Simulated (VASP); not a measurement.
Input of a VASP 6.6.1 run:

Contents of INCAR:

```
  PREC = Accurate
  ENCUT = 520
  EDIFF = 1E-6
  ISMEAR = 0
  SIGMA = 0.1
  LREAL = False
  LASPH = True
  NELM = 100
  ALGO = Normal
  ISIF = 2
  LWAVE = False
  LCHARG = True
  LELF = True
  LVHAR = True
  NBANDS = 23
```

Contents of KPOINTS:

```
Automatic mesh
0
Gamma
  6 6 4
```

Contents of POSCAR:

```
Tl2S
1.0
    4.0500000000      0.0000000000      0.0000000000
   -2.0250000000      3.5074028853      0.0000000000
    0.0000000000      0.0000000000      6.0633333333
Tl S
2 1
Direct
    0.3333333333      0.6666666667      0.7258000000
    0.6666666667      0.3333333333      0.2742000000
    0.0000000000      0.0000000000      0.0000000000
```

Potentials or basis: VASP PAW LDA potentials, release 64 (Tl_d, S).

Run with:

```console
$ cat potpaw_LDA.64/Tl_d/POTCAR potpaw_LDA.64/S/POTCAR > POTCAR
$ mpirun -np 1 vasp_std > vasp.out
```

**Question.** Predict the pressure.

**Answer.** -1.0 GPa.

**Question.** What does it give for the largest force?

**Answer.** 0.030 eV/Å.

**Question.** Estimate the band gap on the k mesh.

**Answer.** Zero (band 16 reaches 5.57 eV, above the bottom of band 17 at 4.57 eV).

Stress tensor (GPa, compression positive):
```
-0.71  0.00  0.00
 0.00 -0.71  0.00
 0.00  0.00 -1.54
```

Caveat: spin-orbit coupling is left out, which moves the levels of the heavy elements.
